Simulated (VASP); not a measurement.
Wanted: the native input for a VASP 6.6.1 run.

| Property | Result |
| --- | --- |
| Task | single point |
| Functional | PBEsol |
| Potentials or basis | VASP PAW PBE potentials, release 64 (Mo_sv, Si) |
| Cutoff | 520 eV |
| k mesh | 6 × 6 × 1 |
| Occupations | gaussian, width 0.1 eV |
| Spin | no spin polarisation |
| Dipole correction | yes |
| Further INCAR settings | ALGO = Normal; EDIFF = 1e-07; NBANDS = 53 |

The structure of SiMo6 lies in POSCAR:

```
SiMo6
1.0
    4.4256825773      0.0000000000      0.0000000000
   -2.2128412886      3.8327535410      0.0000000000
    0.0000000000      0.0000000000     19.7247696212
Mo Si
6 1
Direct
    0.6666666667      0.3333333333      0.2027907082
    0.3333333333      0.6666666667      0.2485904154
    0.0000000000      0.0000000000      0.2943901226
    0.6666666667      0.3333333333      0.3368101106
    0.3333333333      0.6666666667      0.3772266206
    0.0000000000      0.0000000000      0.4169767140
    0.6666666667      0.3333333333      0.4610168079
```

One way to write it, as run:

INCAR

```
  PREC = Accurate
  ENCUT = 520
  EDIFF = 1E-7
  ISMEAR = 0
  SIGMA = 0.1
  LREAL = False
  LASPH = True
  NELM = 80
  ALGO = Normal
  ISIF = 2
  LWAVE = False
  LCHARG = False
  LDIPOL = True
  IDIPOL = 3
  DIPOL = 0.5 0.5 0.334
  GGA = PS
  NBANDS = 53
```

KPOINTS

```
regular mesh
0
Gamma
  6 6 1
```

Potentials or basis: VASP PAW PBE potentials, release 64 (Mo_sv, Si).

Run with:

```bash
$ cat potpaw_PBE.64/Mo_sv/POTCAR potpaw_PBE.64/Si/POTCAR > POTCAR
$ mpirun -np 1 vasp_std > vasp.out
```

It gave:

```
Largest force          : 3.072 eV/Å
Band gap on the k mesh : zero (bands 44 and 45 overlap by 0.38 eV)
```

Caveat: the PAW data sets were made with another functional, which shifts forces and pressure a little.

Run time: 3.4 min on 1 thread of Intel(R) Xeon(R) 6975P-C (Granite Rapids) (shared host), peak memory 0.5 GiB.
